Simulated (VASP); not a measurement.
Input of a VASP 6.6.1 run:

INCAR

```
PREC = Accurate
ENCUT = 500
EDIFF = 1E-6
ISMEAR = 0
SIGMA = 0.1
LREAL = False
LASPH = True
NELM = 120
ALGO = Normal
ISIF = 2
LWAVE = False
LCHARG = True
GGA = RP
LELF = True
LVHAR = True
NBANDS = 17
GGA_COMPAT = False
```

Contents of KPOINTS:

```
regular mesh
0
Gamma
  5 5 5
```

File POSCAR:

```
Ba
1.0
    0.0000000000      3.3553289257      3.3553289257
    3.3553289257      0.0000000000      3.3553289257
    3.3553289257      3.3553289257      0.0000000000
Ba
2
Direct
    1.0000000000      1.0000000000      1.0000000000
    0.2500000000      0.2500000000      0.2500000000
```

Potentials or basis: VASP PAW PBE potentials, release 64 (Ba_sv).

Run with:

```console
$ cat potpaw_PBE.64/Ba_sv/POTCAR > POTCAR
$ mpirun -np 1 vasp_std > vasp.out
```

Problem. Estimate the band gap on the k mesh.

Solution. Zero (bands 10 and 11 overlap by 0.28 eV).

Problem. What does it give for the pressure?

Solution. 17.6 GPa.

Caveat: the cell stands under pressure; the PAW data sets were made with another functional, which shifts forces and pressure a little; spin-orbit coupling is left out, which moves the levels of the heavy elements.
